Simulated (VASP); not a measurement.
Write the native input for VASP 6.6.1 that does the following.

```yaml
Task: single point
Functional: PBE
Dispersion: D3(BJ)
Potentials_or_basis: VASP PAW PBE potentials, release 64 (O, H, Mg, Cl)
Cutoff: 520 eV
k_mesh: 1 × 1 × 1
Occupations: fermi-dirac, width 0.05 eV
Spin: no spin polarisation
Dipole_correction: no
Further_INCAR_settings: ALGO = Normal; EDIFF = 1e-06; NBANDS = 59
```

The structure of MgH16Cl2O8 lies in POSCAR:

```
MgH16Cl2O8
1.0
    6.5061090000      0.0000000000      0.0000000000
    0.0000000000      6.5061090000      0.0000000000
    0.0000000000      0.0000000000      6.5061090000
O H Mg Cl
8 16 1 2
Direct
    0.7633902229      0.1466467900      0.6595954664
    0.0436973927      0.1262966852      0.3847307200
    0.8987245679      0.6078594748      0.9646779665
    0.1344582453     -0.0161694186      0.8960808987
    0.7323117396      0.6900130324      0.6130699624
    0.3912323018      0.5336676653      0.1047938176
    0.8718728813      0.4831766575      0.3243105826
    0.3839622115      0.8305732351      0.4184221322
    0.6188645164      0.1567142512      0.6222152134
    0.8564104905      0.1192110369      0.5408609047
    0.1494902714      0.0427598124      0.3060815612
    0.1323064215      0.2405124169      0.4465188026
    0.8034448854      0.5331297093      0.8833082876
    1.0210864896      0.5334678531      0.9123579085
    0.2054991701      0.1133242619      0.9011837951
    0.2209923012     -0.1275877794      0.9368579592
    0.5853729164      0.7109472036      0.5655761377
    0.8093162903      0.6018189981      0.5127334940
    0.4139186724      0.4275827534      0.0094526544
    0.3265392572      0.4591991926      0.2260644573
    0.8852295589      0.5074154153      0.1827205785
    0.8294358425      0.3492256278      0.3415866534
    0.5050176688      0.8339393023      0.3214363608
    0.2936932043      0.7114697894      0.3845923885
    0.8366905627      0.9111129248      0.8362140874
    0.2761865810      0.3896184340      0.6847871746
    0.5910598793      0.0867184980      0.0673828244
```

The input as run:

INCAR

```
SYSTEM = MgH16Cl2O8
  PREC = Accurate
  ENCUT = 520
  EDIFF = 1E-6
  ISMEAR = -1
  SIGMA = 0.05
  LREAL = .FALSE.
  LASPH = .TRUE.
  NELM = 120
  ALGO = Normal
  ISIF = 2
  LWAVE = .FALSE.
  LCHARG = .FALSE.
  GGA = PE
  IVDW = 12
  NBANDS = 59
  GGA_COMPAT = .FALSE.
```

KPOINTS

```
Automatic mesh
0
G
  1 1 1
  0 0 0
```

Potentials or basis: VASP PAW PBE potentials, release 64 (O, H, Mg, Cl).

Launch:

```bash
$ cat potpaw_PBE.64/O/POTCAR potpaw_PBE.64/H/POTCAR potpaw_PBE.64/Mg/POTCAR potpaw_PBE.64/Cl/POTCAR > POTCAR
$ mpirun -np 1 vasp_gam > vasp.out
```

It gave:

| Item | Value |
| --- | --- |
| Pressure | 1.8 GPa |
| Largest force | 3.442 eV/Å |
| Dispersion energy per atom | -0.057 eV |

Caveat: the k points lie up to 0.97 Å⁻¹ apart, too coarse for converged energies, forces and pressures.

Run time: 19 s on 1 thread of Intel(R) Xeon(R) 6975P-C (Granite Rapids) (shared host), peak memory 0.33 GiB.
